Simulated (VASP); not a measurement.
# SnSe (P4/nmm) in VASP: a series of runs

Runs on SnSe. Level: PBE+D3(BJ). Tasks: single point.

All numbers are computed with VASP 6.6.1; they aren't measurements. Logs are shortened: lines on timing, memory, paths and dates and some standing lists are left out, and cuts for length are marked.

## Step 1: The cell of the first run

The typed cell holds 4 atoms: a = 4.222 Å, b = 4.222 Å, c = 5.111 Å, α = 90.00°, β = 90.00°, γ = 90.00°.

## Step 2: Single point, PBE+D3(BJ)

The input, INCAR:

```
SYSTEM = SnSe
PREC = Accurate
ENCUT = 520
EDIFF = 1E-6
ISMEAR = 0
SIGMA = 0.03
LREAL = .FALSE.
LASPH = .TRUE.
NELM = 60
ALGO = Normal
ISIF = 2
LWAVE = .FALSE.
LCHARG = .FALSE.
GGA = PE
IVDW = 12
NBANDS = 28
```

The input, KPOINTS:

```
Automatic mesh
0
G
  8 8 6
  0 0 0
```

The input, POSCAR:

```
SnSe
1.0
    4.2220108060      0.0000000000      0.0000000000
    0.0000000000      4.2220108060      0.0000000000
    0.0000000000      0.0000000000      5.1113000000
Sn Se
2 2
Direct
    0.5000000000      0.0000000000      0.2500887432
    0.0000000000      0.5000000000      0.7499112568
    0.5000000000      0.0000000000      0.7499352227
    0.0000000000      0.5000000000      0.2500647773
```

Potentials or basis: VASP PAW PBE potentials, release 64 (Sn_d, Se).

Command:

```
$ cat potpaw_PBE.64/Sn_d/POTCAR potpaw_PBE.64/Se/POTCAR > POTCAR
$ mpirun -np 1 vasp_std > vasp.out
```

OUTCAR:

```text
SYSTEM = SnSe
   PREC = Accurate
   ENCUT = 520
   EDIFF = 1E-6
   ISMEAR = 0
   LREAL = .FALSE.
   LASPH = .TRUE.
   NELM = 60
   ISIF = 2
   GGA = PE
   IVDW = 12
 IVDW          = 12

 ion  position               nearest neighbor table
   1  0.500  0.000  0.250-   3 2.55   3 2.56   4 2.99   4 2.99   4 2.99   4 2.99
   2  0.000  0.500  0.750-   4 2.55   4 2.56   3 2.99   3 2.99   3 2.99   3 2.99
   3  0.500  0.000  0.750-   1 2.55   1 2.56   2 2.99   2 2.99   2 2.99   2 2.99
   4  0.000  0.500  0.250-   2 2.55   2 2.56   1 2.99   1 2.99   1 2.99   1 2.99

  LATTYP: Found a simple tetragonal cell.
 ALAT       =     4.2220108060
 C/A-ratio  =     1.2106316717

  Lattice vectors:

 A1 = (   4.2220108060,   0.0000000000,   0.0000000000)
 A2 = (   0.0000000000,   4.2220108060,   0.0000000000)
 A3 = (   0.0000000000,   0.0000000000,   5.1113000000)

Analysis of symmetry for initial positions (statically):
=====================================================================
 Subroutine PRICEL returns:
 Original cell was already a primitive cell.

 Routine SETGRP: Setting up the symmetry group for a
 simple tetragonal supercell.

 Subroutine GETGRP returns: Found 16 space group operations
 (whereof  8 operations were pure point group operations)
 out of a pool of 16 trial point group operations.

The static configuration has the point symmetry D_2d.
 The point group associated with its full space group is D_4h.

Analysis of symmetry for dynamics (positions and initial velocities):
=====================================================================
 Subroutine PRICEL returns:
 Original cell was already a primitive cell.

 Routine SETGRP: Setting up the symmetry group for a
 simple tetragonal supercell.

 Subroutine GETGRP returns: Found 16 space group operations
 (whereof  8 operations were pure point group operations)
 out of a pool of 16 trial point group operations.

The dynamic configuration has the point symmetry D_2d.
 The point group associated with its full space group is D_4h.

 Subroutine INISYM returns: Found 16 space group operations
 (whereof  8 operations are pure point group operations),
 and found     1 'primitive' translations

----------------------------------------------------------------------------------------

                                     Primitive cell

  volume of cell :      91.1108

  direct lattice vectors                    reciprocal lattice vectors
     4.222010806  0.000000000  0.000000000     0.236853965  0.000000000  0.000000000
     0.000000000  4.222010806  0.000000000     0.000000000  0.236853965  0.000000000
     0.000000000  0.000000000  5.111300000     0.000000000  0.000000000  0.195644944

  length of vectors
     4.222010806  4.222010806  5.111300000     0.236853965  0.236853965  0.195644944

  position of ions in fractional coordinates (direct lattice)
     0.500000000  0.000000000  0.250088743
     0.000000000  0.500000000  0.749911257
     0.500000000  0.000000000  0.749935223
     0.000000000  0.500000000  0.250064777

  ion indices of the primitive-cell ions
   primitive index   ion index
                 1           1
                 2           2
                 3           3
                 4           4

----------------------------------------------------------------------------------------

 KPOINTS: Automatic mesh

Automatic generation of k-mesh.
 Grid dimensions read from file:
 generate k-points for:    8    8    6

 Generating k-lattice:

  Cartesian coordinates                     Fractional coordinates (reciprocal lattice)
     0.029606746  0.000000000  0.000000000     0.125000000  0.000000000  0.000000000
     0.000000000  0.029606746  0.000000000     0.000000000  0.125000000  0.000000000
     0.000000000  0.000000000  0.032607491     0.000000000  0.000000000  0.166666667

  Length of vectors
     0.029606746  0.029606746  0.032607491

  Shift w.r.t. Gamma in fractional coordinates (k-lattice)
     0.000000000  0.000000000  0.000000000

 Subroutine IBZKPT returns following result:
 ===========================================

 Found     60 irreducible k-points:

 Following reciprocal coordinates:
            Coordinates               Weight
  0.000000  0.000000  0.000000      1.000000
  0.125000  0.000000  0.000000      4.000000
  0.250000  0.000000  0.000000      4.000000
  0.375000  0.000000  0.000000      4.000000
  0.500000  0.000000  0.000000      2.000000
  0.125000  0.125000  0.000000      4.000000
[... 16 lines left out ...]
  0.375000  0.125000  0.166667     16.000000
  0.500000  0.125000  0.166667      8.000000
 [... further k-points ...]
   k-points           NKPTS =     60   k-points in BZ     NKDIM =     60   number of bands    NBANDS=     28
   number of dos      NEDOS =    301   number of ions     NIONS =      4
   total plane-waves  NPLWV =  40960
   dimension x,y,z NGX =    32 NGY =   32 NGZ =   40
   dimension x,y,z NGXF=    64 NGYF=   64 NGZF=   80
   ions per type =               2   2
   NGX,Y,Z   is equivalent  to a cutoff of  12.60, 12.60, 13.01 a.u.
   NGXF,Y,Z  is equivalent  to a cutoff of  25.20, 25.20, 26.02 a.u.
 SYSTEM =  SnSe
   PREC   = accura    normal or accurate (medium, high low for compatibility)
   ISTART =      0    job   : 0-new  1-cont  2-samecut
   ICHARG =      2    charge: 1-file 2-atom 10-const
   ISPIN  =      1    spin polarized calculation?
   LNONCOLLINEAR =      F non collinear calculations
   LSORBIT =      F    spin-orbit coupling
   LASPH  =      T    aspherical Exc in radial PAW
   ENCUT  =  520.0 eV  38.22 Ry    6.18 a.u.   7.85  7.85  9.50*2*pi/ulx,y,z
   NELM   =     60;   NELMIN=  2; NELMDL= -5     # of ELM steps
   EDIFF  = 0.1E-05   stopping-criterion for ELM
   LREAL  =      F    real-space projection
   EDIFFG = 0.1E-04   stopping-criterion for IOM
   NSW    =      0    number of steps for IOM
   IBRION =     -1    ionic relax: 0-MD 1-quasi-New 2-CG
   NFREE  =      0    steps in history (QN), initial steepest desc. (CG)
   ISIF   =      2    stress and relaxation
   ISYM   =      2    0-nonsym 1-usesym 2-fastsym
   POTIM  = 0.5000    time-step for ionic-motion
   TEBEG  =    0.0;   TEEND  =   0.0 temperature during run
   PSTRESS=    0.0 pullay stress
   NELECT =      40.0000    total number of electrons
   NUPDOWN=      -1.0000    fix difference up-down
   EMIN   =  10.00;   EMAX   =-10.00  energy-range for DOS
   EFERMI =   0.00;   METHOD = LEGACY
   ISMEAR =     0;   SIGMA  =   0.03  broadening in eV -4-tet -1-fermi 0-gaus
   EFERMI_NEDOS =   21; number of points for ismear=-14 and -15
   IALGO  =     38    algorithm
   IMIX   =      4    mixing-type and parameters
     AMIX     =   0.40;   BMIX     =  1.00
     AMIX_MAG =   1.60;   BMIX_MAG =  1.00
  volume/ion in A,a.u.               =      22.78       153.71
  Fermi-wavevector in a.u.,A,eV,Ry     =   1.244242  2.351276 21.063694  1.548138
  Thomas-Fermi vector in A             =   2.378517
   LORBIT       =      0    0 simple, 1 ext, 2 COOP (PROOUT), +10 PAW based schemes
   GGA     = PE    functional components
   LHFCALC =     F    Hartree Fock is set to
   AEXX    =    0.0000 exact exchange contribution
   IVDW    =    12    specifies the selected vdW correction
   LEPSILON=     F    determine dielectric tensor
   LRPA    =     F    only Hartree local field effects (RPA)
 non-spin polarized calculation
 Gauss-broadening in eV      SIGMA  =   0.03
  energy-cutoff  :      520.00
  volume of cell :       91.11
 maximum number of plane-waves:      2472
 NGX is ok and might be reduce to    32
   NGX = 15   NGY = 15   NGZ = 19

 number of electron      39.9999996 magnetization

 Free energy of the ion-electron system (eV)
  ---------------------------------------------------
  ext. energy  EPLUGINS =         0.00000000
  ---------------------------------------------------
  free energy    TOTEN  =       -14.42798920 eV

  energy without entropy =      -14.42706380  energy(sigma->0) =      -14.42752650

 E-fermi :   8.2587     XC(G=0): -10.4293

 val. band max:        8.2579837885   @ k =   0.5000   0.1250   0.5000
 cond. band min:       8.2815635102   @ k =   0.5000   0.1250   0.5000
 fundamental gap:      0.0235797216
 Fermi energy:         8.2586907150

 k-point     1 :       0.0000    0.0000    0.0000
  band No.  band energies     occupation
      1     -14.1007      2.00000
      2     -14.0024      2.00000
      3     -13.9466      2.00000
      4     -13.9447      2.00000
      5     -13.9397      2.00000
      6     -13.9397      2.00000
[... 20 lines left out ...]
     27      13.7599      0.00000
     28      14.3424      0.00000

 k-point     2 :       0.1250    0.0000    0.0000
  band No.  band energies     occupation
      1     -14.0959      2.00000
      2     -14.0050      2.00000
      3     -13.9451      2.00000
      4     -13.9440      2.00000
      5     -13.9387      2.00000
      6     -13.9379      2.00000
[... 20 lines left out ...]
     27      13.3750      0.00000
     28      14.7921      0.00000

 k-point     3 :       0.2500    0.0000    0.0000
  band No.  band energies     occupation
      1     -14.0826      2.00000
      2     -14.0131      2.00000
      3     -13.9453      2.00000
      4     -13.9375      2.00000
      5     -13.9354      2.00000
      6     -13.9327      2.00000
[... 20 lines left out ...]
     27      13.5620      0.00000
     28      14.6372      0.00000

 k-point     4 :       0.3750    0.0000    0.0000
  band No.  band energies     occupation
      1     -14.0642      2.00000
      2     -14.0266      2.00000
      3     -13.9441      2.00000
      4     -13.9332      2.00000
      5     -13.9297      2.00000
      6     -13.9297      2.00000
[... 578 lines left out ...]
     27      14.1440      0.00000
     28      14.5646      0.00000

 k-point    23 :       0.3750    0.1250    0.1667
  band No.  band energies     occupation
      1     -14.0543      2.00000
      2     -14.0246      2.00000
      3     -13.9486      2.00000
      4     -13.9403      2.00000
      5     -13.9349      2.00000
      6     -13.9280      2.00000
[... 20 lines left out ...]
     27      14.5640      0.00000
     28      14.7403      0.00000

 k-point    24 :       0.5000    0.1250    0.1667
  band No.  band energies     occupation
      1     -14.0389      2.00000
      2     -14.0389      2.00000
      3     -13.9461      2.00000
      4     -13.9461      2.00000
      5     -13.9289      2.00000
      6     -13.9289      2.00000
[... 20 lines left out ...]
     27      15.4782      0.00000
     28      15.4782      0.00000

 [... further k-points ...]

------------------------ aborting loop because EDIFF is reached ----------------------------------------

 Edisp (eV)   -1.69939

 E8    (eV) :    -0.7647

  FORCE on cell =-STRESS in cart. coord.  units (eV):
  Direction    XX          YY          ZZ          XY          YZ          ZX
  --------------------------------------------------------------------------------------
  -------------------------------------------------------------------------------------
  Total       1.87895     1.87895    23.59770     0.00000     0.00000     0.00000
  in kB      33.04116    33.04116   414.96379     0.00000     0.00000     0.00000
  external pressure =      160.35 kB  Pullay stress =        0.00 kB

 VOLUME and BASIS-vectors are now :
 -----------------------------------------------------------------------------
  energy-cutoff  :      520.00
  volume of cell :       91.11
      direct lattice vectors                 reciprocal lattice vectors
     4.222010806  0.000000000  0.000000000     0.236853965  0.000000000  0.000000000
     0.000000000  4.222010806  0.000000000     0.000000000  0.236853965  0.000000000
     0.000000000  0.000000000  5.111300000     0.000000000  0.000000000  0.195644944

 POSITION                                       TOTAL-FORCE (eV/Angst)
 -----------------------------------------------------------------------------------
      2.11101      0.00000      1.27828         0.000000      0.000000     -0.011415
      0.00000      2.11101      3.83302        -0.000000     -0.000000      0.011415
      2.11101      0.00000      3.83314         0.000000      0.000000      0.011391
      0.00000      2.11101      1.27816         0.000000      0.000000     -0.011391
 -----------------------------------------------------------------------------------
    total drift:                                0.000000      0.000000      0.000000

  FREE ENERGIE OF THE ION-ELECTRON SYSTEM (eV)
  ---------------------------------------------------
  free  energy   TOTEN  =       -16.1273819110 eV

  energy  without entropy=      -16.1264565070  energy(sigma->0) =      -16.12691921
```

Wall time 43 s (1 thread of Intel Xeon Platinum 8559C (Emerald Rapids), shared host); peak memory 0.28 GiB.

Results:

* Free energy: -16.1274 eV
* Pressure: 16.0 GPa
* Largest force: 0.011 eV/Å
* Band gap on the k mesh: zero (bands 20 and 21 overlap by 0.40 eV)
* Dispersion energy per atom: -0.425 eV

Forces in eV/Å, atoms in the order of the input:
```
Sn   0.000  0.000 -0.011
Sn   0.000  0.000  0.011
Se   0.000  0.000  0.011
Se   0.000  0.000 -0.011
```

Caveat: the cell stands under pressure; semilocal functionals underestimate gaps, so a narrow gap can read as zero; spin-orbit coupling is left out, which moves the levels of the heavy elements.

[end of part 1 of 2]
